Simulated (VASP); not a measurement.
A run of VASP 6.6.1 is set up as follows.

INCAR

```
SYSTEM = TaSi2
ALGO = Normal
EDIFF = 1E-6
ENCUT = 520
GGA = PE
ISIF = 2
ISMEAR = 0
LASPH = .True.
LCHARG = .False.
LREAL = .False.
LWAVE = .False.
NBANDS = 16
NELM = 100
PREC = Accurate
SIGMA = 0.1
```

KPOINTS

```
k-points
0
Gamma
  18 18 18
  0 0 0
```

POSCAR

```
TaSi2
1.0
    1.8038259362      1.0414393898      4.3503845197
   -1.8038259362      1.0414393898      4.3503845197
    0.0000000000     -2.0828787797      4.3503845197
Ta Si
1 2
Direct
    0.5000000000      0.5000000000      0.5000000000
    0.2889923413      0.2889923413      0.2889923413
    0.7110076587      0.7110076587      0.7110076587
```

Potentials or basis: VASP PAW PBE potentials, release 64 (Ta_pv, Si).

The run is started by

```bash
$ cat potpaw_PBE.64/Ta_pv/POTCAR potpaw_PBE.64/Si/POTCAR > POTCAR
$ mpirun -np 1 vasp_std > vasp.out
```

(1) Predict the largest force.

(2) What does it give for the band gap on the k mesh?

(3) Predict the pressure.

Answers

(1) 0.011 eV/Å.

(2) zero (an odd number of electrons rules out a gap without spin polarisation).

(3) 0.0 GPa.

Caveat: spin-orbit coupling is left out, which moves the levels of the heavy elements.
